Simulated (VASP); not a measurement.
The system is PbS.

```
CELL_PARAMETERS angstrom
3.67786 0.00000 0.00000
0.00000 3.67786 0.00000
0.00000 0.00000 3.67786
ATOMIC_POSITIONS crystal
Pb 0.00000 0.00000 0.00000
S 0.50000 0.50000 0.50000
```

Base run:

| Quantity | Value |
| --- | --- |
| Program | VASP 6.6.1 |
| Functional | r2SCAN |
| Potentials or basis | VASP PAW PBE potentials, release 64 (Pb_d, S) |
| Cutoff | 550 eV |
| k mesh | 7 × 7 × 7 |
| Occupations | fermi-dirac, width 0.05 eV |
| Spin | no spin polarisation |

Its results: band gap on the k mesh 0.38 eV, indirect (least direct gap 1.64 eV); pressure -1.9 GPa.

Task: After a change of settings the same cell gave: band gap on the k mesh zero (band 10 reaches 5.73 eV, above the bottom of band 11 at 5.16 eV); pressure -3.8 GPa. Which change was it?
A. functional from r2SCAN to PBE; cutoff from 550 eV to 500 eV
B. functional from r2SCAN to PBE0; cutoff from 550 eV to 520 eV; k mesh from 7 × 7 × 7 to 4 × 4 × 4
C. functional from r2SCAN to LDA; potentials or basis from VASP PAW PBE potentials, release 64 (Pb_d, S) to VASP PAW LDA potentials, release 64 (Pb_d, S); cutoff from 550 eV to 520 eV

Result: B.

Caveats: some runs use coarse meshes; the PAW data sets were made with another functional, which shifts forces and pressure a little; spin-orbit coupling is left out, which moves the levels of the heavy elements.
